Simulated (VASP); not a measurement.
Crystal: Cu.

```
CELL_PARAMETERS angstrom
0.00000 1.78813 1.78813
1.78813 0.00000 1.78813
1.78813 1.78813 0.00000
ATOMIC_POSITIONS crystal
Cu 0.00000 0.00000 0.00000
```

Base run:

| Quantity | Value |
| --- | --- |
| Program | VASP 6.6.1 |
| Functional | r2SCAN |
| Potentials or basis | VASP PAW PBE potentials, release 64 (Cu) |
| Cutoff | 520 eV |
| k mesh | 15 × 15 × 15 |
| Occupations | fermi-dirac, width 1 eV |
| Spin | no spin polarisation |

Its results: pressure 10.5 GPa.

**Question.** After a change of settings the same cell gave: pressure 3.6 GPa. Which change was it?
A. k mesh from 15 × 15 × 15 to 25 × 25 × 25; occupations from fermi-dirac, width 1 eV to fermi-dirac, width 0.1 eV
B. occupations from fermi-dirac, width 1 eV to gaussian, width 0.03 eV; further incar settings from ALGO = Normal; EDIFF = 1e-06; NBANDS = 12 to ALGO = Normal; EDIFF = 1e-07; NBANDS = 12
C. occupations from fermi-dirac, width 1 eV to fermi-dirac, width 0.6 eV
D. occupations from fermi-dirac, width 1 eV to gaussian, width 0.6 eV

**Answer.** C.

Caveats: the PAW data sets were made with another functional, which shifts forces and pressure a little.
